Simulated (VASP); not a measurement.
Input of a VASP 6.6.1 run:

File INCAR:

```
ALGO     = Normal         # electronic algorithm
EDIFF    = 1E-6           # SCF threshold, eV
EDIFFG   = -0.03          # ionic threshold
ENCUT    = 520            # plane-wave cutoff, eV
GGA      = CA             # functional
IBRION   = 2              # ionic algorithm
ISIF     = 2              # what is computed and relaxed
ISMEAR   = -1             # smearing method
LASPH    = T              # aspherical terms in the spheres
LCHARG   = F              # write CHGCAR
LREAL    = Auto         
LUSENCCL = F            
LWAVE    = F              # write WAVECAR
NELECT   = 188.0        
NELM     = 80             # most SCF steps
NSW      = 80             # ionic steps
PREC     = Accurate       # precision mode
SIGMA    = 0.05           # smearing width, eV
```

The input KPOINTS:

```
k-points
0
Gamma
  2 2 2
```

File POSCAR:

```
Al5O8
1.0
   -4.7351000000     -2.7338110000      4.3003330000
    4.7351000000     -2.7338110000      4.3003330000
    0.0000000000      5.4676230000      4.3003330000
Al O
15 24
Direct
    0.3561133000      0.3530897000      0.3482921000
    0.1439372000      0.1567582000      0.1456715000
    0.6501989000      0.6469506000      0.6476545000
    0.8556685000      0.8555584000      0.8545811000
    0.8508134000      0.8555469000      0.3505503000
    0.1479293000      0.1510253000      0.6496527000
    0.3453367000      0.3563609000      0.8497623000
    0.8517232000      0.3534393000      0.8524694000
    0.6482419000      0.1525833000      0.6391310000
    0.1452799000      0.6425520000      0.1501567000
    0.3461215000      0.8512627000      0.3544103000
    0.3555780000      0.8530633000      0.8515121000
    0.1522478000      0.6461877000      0.6450644000
    0.6430783000      0.1478735000      0.1471933000
    0.8509990000      0.3481864000      0.3492107000
    0.6078469000      0.4013350000      0.7539538000
    0.7543848000      0.5954936000      0.4049229000
    0.4012389000      0.7427272000      0.5966355000
    0.4063569000      0.5959613000      0.2510830000
    0.2455700000      0.4010568000      0.5976103000
    0.6034089000      0.2500097000      0.3961988000
    0.0992214000      0.9028468000      0.7524799000
    0.2444554000      0.0928397000      0.4049013000
    0.9005229000      0.2450580000      0.6054603000
    0.9074793000      0.0980082000      0.2484982000
    0.7499720000      0.9095575000      0.5949062000
    0.1028303000      0.7510340000      0.4104511000
    0.1002749000      0.4083656000      0.2481339000
    0.2479450000      0.5999885000      0.9122677000
    0.8998723000      0.7446383000      0.1022752000
    0.8983029000      0.5956538000      0.7535418000
    0.7498995000      0.4094346000      0.1004463000
    0.1009419000      0.2528240000      0.9045414000
    0.5933502000      0.9115589000      0.2519195000
    0.7545202000      0.0955221000      0.9094856000
    0.4027341000      0.2520429000      0.0992598000
    0.3993926000      0.0905093000      0.7560740000
    0.2511775000      0.9031382000      0.0940911000
    0.6004687000      0.7515235000      0.9054847000
```

Potentials or basis: VASP PAW LDA potentials, release 64 (Al, O).

The run is started by

```console
$ cat potpaw_LDA.64/Al/POTCAR potpaw_LDA.64/O/POTCAR > POTCAR
$ mpirun -np 1 vasp_std > vasp.out
```

(1) What does it give for the energy gained by relaxing?

Answers

(1) 51.0 meV/atom.

Caveat: the k points lie up to 0.45 Å⁻¹ apart; the cell carries a net charge on a neutralising background, which shifts energy and pressure.
